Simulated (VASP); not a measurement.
A run of VASP 6.6.1 is set up as follows.

File INCAR:

```
PREC = Accurate
ENCUT = 520
EDIFF = 1E-6
ISMEAR = 0
SIGMA = 0.1
LREAL = False
LASPH = True
NELM = 80
ALGO = Fast
ISIF = 2
LWAVE = False
LCHARG = True
GGA = PE
LELF = True
LVHAR = True
NBANDS = 36
```

The input KPOINTS:

```
regular mesh
0
Gamma
  12 12 4
```

Contents of POSCAR:

```
Ag
1.0
    2.9466034084      0.0000000000      0.0000000000
   -1.4733017042      2.5518334066      0.0000000000
    0.0000000000      0.0000000000     11.8728822093
Ag
5
Direct
    0.6666666667      0.3333333333      0.8003994741
    0.0000000000      0.0000000000      0.0000000000
    0.3333333333      0.6666666667      0.1996005259
    0.6666666667      0.3333333333      0.3997431236
    0.3333333333      0.6666666667      0.6002568764
```

Potentials or basis: VASP PAW PBE potentials, release 64 (Ag).

Run with:

```sh
$ cat potpaw_PBE.64/Ag/POTCAR > POTCAR
$ mpirun -np 1 vasp_std > vasp.out
```

What does it give for the pressure?

-0.1 GPa.
